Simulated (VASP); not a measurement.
Here is a VASP 6.6.1 calculation.

POSCAR

```
NaI
1.0
    0.0000000000      3.2297205363      3.2297205363
    3.2297205363      0.0000000000      3.2297205363
    3.2297205363      3.2297205363      0.0000000000
Na I
1 1
Direct
    0.0000000000      0.0000000000      0.0000000000
    0.5000000000      0.5000000000      0.5000000000
```

INCAR.step1

```
PREC = Accurate
ENCUT = 500
EDIFF = 1E-8
ISMEAR = 0
SIGMA = 0.01
LREAL = F
LASPH = T
NELM = 100
ALGO = Normal
LWAVE = T
LCHARG = F
GGA = CA
```

INCAR.step2

```
PREC = Accurate
ENCUT = 500
EDIFF = 1E-8
ISMEAR = 0
SIGMA = 0.01
LREAL = F
LASPH = T
NELM = 1
ALGO = Exact
LWAVE = T
LCHARG = F
GGA = CA
NBANDS = 261
LOPTICS = T
ISTART = 1
```

INCAR.step3

```
PREC = Accurate
ENCUT = 500
EDIFF = 1E-8
ISMEAR = 0
SIGMA = 0.01
LREAL = F
LASPH = T
ALGO = EVGW0
LWAVE = F
LCHARG = F
GGA = CA
NELMGW = 1
NBANDS = 261
ENCUTGW = 140.0
NOMEGA = 48
PRECFOCK = Fast
ISTART = 1
NBANDSGW = 16
```

KPOINTS

```
regular mesh
0
Gamma
  4 4 4
```

Potentials or basis: VASP PAW LDA potentials, release 64 (Na_sv_GW, I_GW).

Launch:

```bash
$ cat potpaw_LDA.64/Na_sv_GW/POTCAR potpaw_LDA.64/I_GW/POTCAR > POTCAR
$ cp INCAR.step1 INCAR
$ mpirun -np 1 vasp_std > vasp.out
$ cp INCAR.step2 INCAR
$ mpirun -np 1 vasp_std > vasp.out
$ cp INCAR.step3 INCAR
$ mpirun -np 1 vasp_std > vasp.out
```

Task: What does it give for the quasiparticle gap?

Result: 5.62 eV.

Task: Estimate the least direct quasiparticle gap.

Result: 5.62 eV.

Task: Estimate the band gap on the k mesh, mean-field level.

Result: 3.35 eV, direct.

Caveat: the k points lie up to 0.42 Å⁻¹ apart; bands, screening cutoff and mesh are small and nothing is extrapolated, so the quasiparticle values aren't converged; spin-orbit coupling is left out, which moves the levels of the heavy elements.
